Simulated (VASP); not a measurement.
# SbMo3 (Pmm2) in VASP: single point with r2SCAN

Aim: the single point of SbMo3 with r2SCAN.

Program: VASP 6.6.1. These are calculated values, not measurements. Logs are shortened: lines on timing, memory, paths and dates and some standing lists are left out, and cuts for length are marked.

## (1) The cell of the first run

The structure is orthorhombic, space group Pmm2 (No. 25). The conventional cell has a = 3.283 Å, b = 4.613 Å, c = 4.413 Å, α = 90.00°, β = 90.00°, γ = 90.00°. Within 3.6 Å of Sb (site symmetry mm2) lie 12 Mo at 2.71 to 3.44 Å and 2 Sb at 3.28 Å. Within 3.6 Å of Mo (site symmetry mm2) lie 4 Sb at 2.71 to 2.79 Å and 10 Mo at 2.86 to 3.44 Å. Within 3.6 Å of Mo (site symmetry mm2) lie 10 Mo at 2.71 to 3.28 Å and 4 Sb at 2.96 to 3.44 Å. Within 3.6 Å of Mo (site symmetry mm2) lie 10 Mo at 2.71 to 3.44 Å and 4 Sb at 2.85 Å.

## (2) Single point, r2SCAN

Input file POSCAR:

```
SbMo3
1.0
    3.2827958904      0.0000000000      0.0000000000
    0.0000000000      4.6133583125      0.0000000000
    0.0000000000      0.0000000000      4.4128302666
Sb Mo
1 3
Direct
    0.0000000000      0.0000000000      1.0370556686
    0.5000000000      0.0000000000      0.5254382083
    0.0000000000      0.5000000000      0.6162971546
    0.5000000000      0.5000000000      0.1045689685
```

Input file INCAR.step1:

```
SYSTEM = SbMo3
PREC = Accurate
ENCUT = 520
ISMEAR = -1
SIGMA = 0.1
LREAL = .FALSE.
LASPH = .TRUE.
NELM = 100
NBANDS = 32
GGA = PE
ALGO = Normal
EDIFF = 1E-4
LWAVE = .TRUE.
LCHARG = .FALSE.
```

Input file INCAR.step2:

```
SYSTEM = SbMo3
PREC = Accurate
ENCUT = 520
EDIFF = 1E-6
ISMEAR = -1
SIGMA = 0.1
LREAL = .FALSE.
LASPH = .TRUE.
NELM = 100
ALGO = Normal
ISIF = 2
LWAVE = .FALSE.
LCHARG = .TRUE.
METAGGA = R2SCAN
LMIXTAU = .TRUE.
LELF = .TRUE.
LVHAR = .TRUE.
NBANDS = 32
ISTART = 1
```

Input file KPOINTS:

```
regular mesh
0
G
  8 5 5
  0 0 0
```

Potentials or basis: VASP PAW PBE potentials, release 64 (Sb, Mo_sv).

Command:

```
$ cat potpaw_PBE.64/Sb/POTCAR potpaw_PBE.64/Mo_sv/POTCAR > POTCAR
$ cp INCAR.step1 INCAR
$ mpirun -np 1 vasp_std > vasp.out
$ cp INCAR.step2 INCAR
$ mpirun -np 1 vasp_std > vasp.out
```

OUTCAR:

```text
SYSTEM = SbMo3
   PREC = Accurate
   ENCUT = 520
   EDIFF = 1E-6
   ISMEAR = -1
   LREAL = .FALSE.
   LASPH = .TRUE.
   NELM = 100
   ISIF = 2
   METAGGA = R2SCAN
   ISTART = 1

 ion  position               nearest neighbor table
   1  0.000  0.000  0.037-   2 2.71   2 2.71   2 2.79   2 2.79   4 2.85   4 2.85   4 2.85   4 2.85
                             3 2.96   3 2.96   3 3.44   3 3.44
   2  0.500  0.000  0.525-   1 2.71   1 2.71   1 2.79   1 2.79   3 2.86   3 2.86   3 2.86   3 2.86
                             4 2.96   4 2.96   4 3.44   4 3.44
   3  0.000  0.500  0.616-   4 2.71   4 2.71   4 2.79   4 2.79   2 2.86   2 2.86   2 2.86   2 2.86
                             1 2.96   1 2.96   1 3.44   1 3.44
   4  0.500  0.500  0.105-   3 2.71   3 2.71   3 2.79   3 2.79   1 2.85   1 2.85   1 2.85   1 2.85
                             2 2.96   2 2.96   2 3.44   2 3.44

  LATTYP: Found a simple orthorhombic cell.
 ALAT       =     3.2827958904
 B/A-ratio  =     1.3442292527
 C/A-ratio  =     1.4053137833

  Lattice vectors:

 A1 = (  -3.2827958904,   0.0000000000,   0.0000000000)
 A2 = (   0.0000000000,   0.0000000000,   4.4128302666)
 A3 = (   0.0000000000,   4.6133583125,   0.0000000000)

Analysis of symmetry for initial positions (statically):
=====================================================================
 Subroutine PRICEL returns:
 Original cell was already a primitive cell.

 Routine SETGRP: Setting up the symmetry group for a
 simple orthorhombic supercell.

 Subroutine GETGRP returns: Found  4 space group operations
 (whereof  4 operations were pure point group operations)
 out of a pool of  8 trial point group operations.

The static configuration has the point symmetry C_2v.

Analysis of symmetry for dynamics (positions and initial velocities):
=====================================================================
 Subroutine PRICEL returns:
 Original cell was already a primitive cell.

 Routine SETGRP: Setting up the symmetry group for a
 simple orthorhombic supercell.

 Subroutine GETGRP returns: Found  4 space group operations
 (whereof  4 operations were pure point group operations)
 out of a pool of  8 trial point group operations.

The dynamic configuration has the point symmetry C_2v.

 Subroutine INISYM returns: Found  4 space group operations
 (whereof  4 operations are pure point group operations),
 and found     1 'primitive' translations

[... 94 lines left out ...]
   LSORBIT =      F    spin-orbit coupling
   LASPH  =      T    aspherical Exc in radial PAW
   ENCUT  =  520.0 eV  38.22 Ry    6.18 a.u.   6.10  8.58  8.20*2*pi/ulx,y,z
   NELM   =    100;   NELMIN=  2; NELMDL=  0     # of ELM steps
   EDIFF  = 0.1E-05   stopping-criterion for ELM
   LREAL  =      F    real-space projection
   EDIFFG = 0.1E-04   stopping-criterion for IOM
   NSW    =      0    number of steps for IOM
   IBRION =     -1    ionic relax: 0-MD 1-quasi-New 2-CG
   NFREE  =      0    steps in history (QN), initial steepest desc. (CG)
   ISIF   =      2    stress and relaxation
   ISYM   =      2    0-nonsym 1-usesym 2-fastsym
   POTIM  = 0.5000    time-step for ionic-motion
   TEBEG  =    0.0;   TEEND  =   0.0 temperature during run
   PSTRESS=    0.0 pullay stress
   NELECT =      47.0000    total number of electrons
   NUPDOWN=      -1.0000    fix difference up-down
   EMIN   =  10.00;   EMAX   =-10.00  energy-range for DOS
   EFERMI =   0.00;   METHOD = LEGACY
   ISMEAR =    -1;   SIGMA  =   0.10  broadening in eV -4-tet -1-fermi 0-gaus
   EFERMI_NEDOS =   21; number of points for ismear=-14 and -15
   IALGO  =     38    algorithm
   IMIX   =      4    mixing-type and parameters
     AMIX     =   0.40;   BMIX     =  1.00
     AMIX_MAG =   1.60;   BMIX_MAG =  1.00
  volume/ion in A,a.u.               =      16.71       112.75
  Fermi-wavevector in a.u.,A,eV,Ry     =   1.455843  2.751145 28.837279  2.119480
  Thomas-Fermi vector in A             =   2.572831
   LORBIT       =      0    0 simple, 1 ext, 2 COOP (PROOUT), +10 PAW based schemes
   METAGGA = R2SCAN    functional components
   LHFCALC =     F    Hartree Fock is set to
   AEXX    =    0.0000 exact exchange contribution
   IVDW    =     0    specifies the selected vdW correction
   LEPSILON=     F    determine dielectric tensor
   LRPA    =     F    only Hartree local field effects (RPA)
 non-spin polarized calculation
  energy-cutoff  :      520.00
  volume of cell :       66.83
 maximum number of plane-waves:      1826
   NGX = 13   NGY = 17   NGZ = 17

 number of electron      46.9999995 magnetization

 Free energy of the ion-electron system (eV)
  ---------------------------------------------------
  ext. energy  EPLUGINS =         0.00000000
  ---------------------------------------------------
  free energy    TOTEN  =      -102.79160278 eV

  energy without entropy =     -102.70916897  energy(sigma->0) =     -102.75038587

 E-fermi :  12.6370     XC(G=0): -13.9320

 val. band max:       12.6294411566   @ k =   0.0000   0.0000   0.0000
 cond. band min:      12.6439350672   @ k =   0.0000   0.2000   0.4000
 fundamental gap:      0.0144939106
 Fermi energy:        12.6370380844

 k-point     1 :       0.0000    0.0000    0.0000
  band No.  band energies     occupation
      1     -50.4960      2.00000
      2     -50.1341      2.00000
      3     -50.0139      2.00000
      4     -24.2910      2.00000
      5     -24.1509      2.00000
      6     -23.9156      2.00000
[... 829 lines left out ...]
     31      16.9167      0.00000
     32      18.1608      0.00000

 [... further k-points ...]

------------------------ aborting loop because EDIFF is reached ----------------------------------------

  FORCE on cell =-STRESS in cart. coord.  units (eV):
  Direction    XX          YY          ZZ          XY          YZ          ZX
  --------------------------------------------------------------------------------------
  -------------------------------------------------------------------------------------
  Total        0.2589644      0.2818808      0.2611627      0.0000000      0.0000000      0.0000000
  in kB        6.2082945      6.7576837      6.2609953      0.0000000      0.0000000      0.0000000
  external PRESSURE =       6.4089912 kB  Pullay stress =       0.0000000 kB

 VOLUME and BASIS-vectors are now :
 -----------------------------------------------------------------------------
  energy-cutoff  :      520.00
  volume of cell :       66.83
      direct lattice vectors                 reciprocal lattice vectors
     3.282795890  0.000000000  0.000000000     0.304618390  0.000000000  0.000000000
     0.000000000  4.613358312  0.000000000     0.000000000  0.216761832  0.000000000
     0.000000000  0.000000000  4.412830267     0.000000000  0.000000000  0.226611934

 POSITION                                       TOTAL-FORCE (eV/Angst)
 -----------------------------------------------------------------------------------
      0.00000      0.00000      0.16352         0.000000      0.000000      0.012246
      1.64140      0.00000      2.31867         0.000000      0.000000     -0.004629
      0.00000      2.30668      2.71961         0.000000      0.000000     -0.015432
      1.64140      2.30668      0.46145         0.000000      0.000000      0.007816
 -----------------------------------------------------------------------------------
    total drift:                                0.000000      0.000000     -0.000133

  FREE ENERGIE OF THE ION-ELECTRON SYSTEM (eV)
  ---------------------------------------------------
  free  energy   TOTEN  =      -102.7916027769 eV

  energy  without entropy=     -102.7091689663  energy(sigma->0) =     -102.75038587
```

OSZICAR.step1:

```text
N       E                     dE             d eps       ncg     rms          rms(c)
DAV:   1     0.530428874367E+03    0.53043E+03   -0.27269E+04  2912   0.145E+03
DAV:   2    -0.215381534361E+02   -0.55197E+03   -0.53337E+03  3288   0.460E+02
DAV:   3    -0.372501321996E+02   -0.15712E+02   -0.15046E+02  3696   0.782E+01
DAV:   4    -0.375046274672E+02   -0.25450E+00   -0.25419E+00  3016   0.105E+01
DAV:   5    -0.375087381250E+02   -0.41107E-02   -0.41102E-02  3496   0.135E+00    0.230E+01
DAV:   6    -0.360483421407E+02    0.14604E+01   -0.39845E+00  3128   0.132E+01    0.672E+00
DAV:   7    -0.359621059822E+02    0.86236E-01   -0.65808E-01  3368   0.607E+00    0.325E+00
DAV:   8    -0.358580744539E+02    0.10403E+00   -0.25995E-01  3128   0.531E+00    0.183E+00
DAV:   9    -0.358392503503E+02    0.18824E-01   -0.50999E-02  3144   0.157E+00    0.532E-01
DAV:  10    -0.358395049992E+02   -0.25465E-03   -0.84401E-03  3240   0.886E-01    0.392E-01
DAV:  11    -0.358380174880E+02    0.14875E-02   -0.34642E-03  3200   0.618E-01    0.117E-01
DAV:  12    -0.358380360943E+02   -0.18606E-04   -0.29423E-04  2688   0.141E-01
   1 F= -.35838036E+02 E0= -.35793529E+02  d E =-.890138E-01
```

It took 3.3 min on 1 thread of Intel Xeon Platinum 8375C at 2.90GHz (Ice Lake), shared host; peak memory 0.23 GiB.

What came out:

```
Free energy            : -102.7916 eV
Pressure               : 0.6 GPa
Largest force          : 0.015 eV/Å
Band gap on the k mesh : zero (an odd number of electrons rules out a gap without spin polarisation)
```

Forces on the atoms (eV/Å):
```
Sb   0.000  0.000  0.012
Mo   0.000  0.000 -0.005
Mo   0.000  0.000 -0.015
Mo   0.000  0.000  0.008
```

Caveat: the PAW data sets were made with another functional, which shifts forces and pressure a little; spin-orbit coupling is left out, which moves the levels of the heavy elements.
